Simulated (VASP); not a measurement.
## Be6BS8 (a cell with a defect): single point with PBEsol

The system is Be6BS8 (a cell with a defect).

```xyz
15
Lattice="9.6760 0.0000 0.0000 0.0000 4.8380 0.0000 0.0000 0.0000 4.8380" Properties=species:S:1:pos:R:3 pbc="T T T"
Be    9.6597    4.8269    0.0197
Be    2.3846    2.4530    4.8312
Be    7.2653    2.4041    4.8275
Be    2.4230    4.8227    2.4145
Be    7.2573    4.8125    2.4364
Be    9.6502    2.4149    2.4402
S     1.2105    1.1927    1.2130
S     6.0556    1.2253    1.2125
S     3.6744    3.6538    1.2098
S     8.4868    3.6220    1.2445
S     3.6519    1.2120    3.6175
S     8.4915    1.2035    3.5692
S     1.2386    3.6298    3.6264
S     6.0562    3.6399    3.6274
B     4.8748    2.4415    2.4162
```

| Quantity | Value |
| --- | --- |
| Program | VASP 6.6.1 |
| Task | single point |
| Functional | PBEsol |
| Potentials or basis | VASP PAW PBE potentials, release 64 (Be, S, B) |
| Cutoff | 520 eV |
| k mesh | 2 × 2 × 2, shifted |
| Occupations | gaussian, width 0.05 eV |
| Spin | collinear spin |
| Starting moments | [0.0, 0.0, 0.0, 0.0, 0.0, 0.0, 0.0, 0.2, 0.2, 0.0, 0.2, 0.0, 0.0, 0.2, 0.2] μB |
| Dipole correction | no |
| Charge | -2 |
| Further INCAR settings | LREAL = Auto; ALGO = Normal; EDIFF = 1e-06; NBANDS = 48; NELECT = 65.0 |

```
Largest force                                         : 1.318 eV/Å
Net moment                                            : 0.99 μB per cell
Site moments                                          : Be +0.02, +0.01, +0.06 (each value once); S +0.00, +0.01 (each value once); B +0.16 μB
Valence electrons inside the program's atomic spheres : Be 1.09, 1.07, 1.06, 1.10, 1.11, 1.14; S 3.84, 3.77, 3.76, 3.85 (each value once); B 1.60
```

Forces in eV/Å, atoms in the order of the input:
```
Be   0.179  0.063 -0.192
Be   1.259 -0.338  0.192
Be  -0.585  0.073  0.012
Be   0.983  0.177 -0.010
Be  -0.743  0.194 -0.234
Be   0.562  0.067 -0.233
S   -0.419  0.098 -0.232
S   -0.185  0.424  0.550
S    0.001 -0.724  0.431
S    0.150  0.071 -0.602
S    0.054  0.693 -0.432
S    0.102 -0.264  0.976
S   -0.876  0.226  0.186
S   -0.260 -0.666 -0.366
B   -0.223 -0.094 -0.046
```

Levels at points of the mesh, in eV from the Fermi level:
Spin up:
```
           k point  band 30  band 31  band 32  band 33  band 34  band 35  band 36  band 37
(0.25, 0.25, 0.25)    -4.18    -3.73    -3.25    -0.12     0.20     0.49     0.72     1.13
```
Spin down:
```csv
k point,band 28,band 29,band 30,band 31,band 32,band 33,band 34,band 35,band 36,band 37
"(0.25, 0.25, 0.25)",-5.07,-4.40,-4.13,-3.69,-3.20,0.10,0.35,0.64,0.92,1.25
```

Wall time 67 s on 1 thread of Intel(R) Xeon(R) 6975P-C (Granite Rapids), with other jobs on the host, peak memory 0.37 GiB.

Caveat: the k points lie up to 0.65 Å⁻¹ apart; the cell carries a net charge on a neutralising background, which shifts energy and pressure; the cell is charged against a uniform background, so pressure and absolute levels hang on convention; the PAW data sets were made with another functional, which shifts forces and pressure a little.
